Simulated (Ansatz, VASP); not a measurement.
# Two plane-wave programs on BeS2

```
Be S
1.0
     3.08425    0.00000    0.00000
     0.00000    3.08425    0.00000
     0.00000    0.00000    4.87765
Be S
1 2
Direct
  0.00000 0.00000 0.00000
  0.50000 0.50000 0.24655
  0.50000 0.50000 0.75345
```

Change from the starting cell: species swapped into the Ga2Cu type (P4/mmm, No. 123).

Alike in both runs: task relaxation of cell and atoms; functional PBE; k mesh 16 × 16 × 10; occupations gaussian, width 0.1 eV; no spin polarisation.

```csv
,VASP,Ansatz
version,VASP 6.6.1,Ansatz 0.2.0
potentials or method,"VASP PAW PBE potentials, release 64 (Be, S), cutoff 600 eV","scalar-relativistic, plane waves, PAW"
valence electrons in the cell,14,14
```

|  | VASP | Ansatz | Ansatz less VASP |
| --- | --- | --- | --- |
| gap on the k mesh at the Fermi level, each at its own relaxed structure (eV) | none | none | - |
| relaxed volume (Å³/atom) | 15.52 | 15.51 | -0.012 |
| relaxed length of the cell vector where the two differ most in proportion (Å) | 4.941 | 4.937 | -0.0047 |

A gap of «none» marks a metal or a gap that the smearing closes.
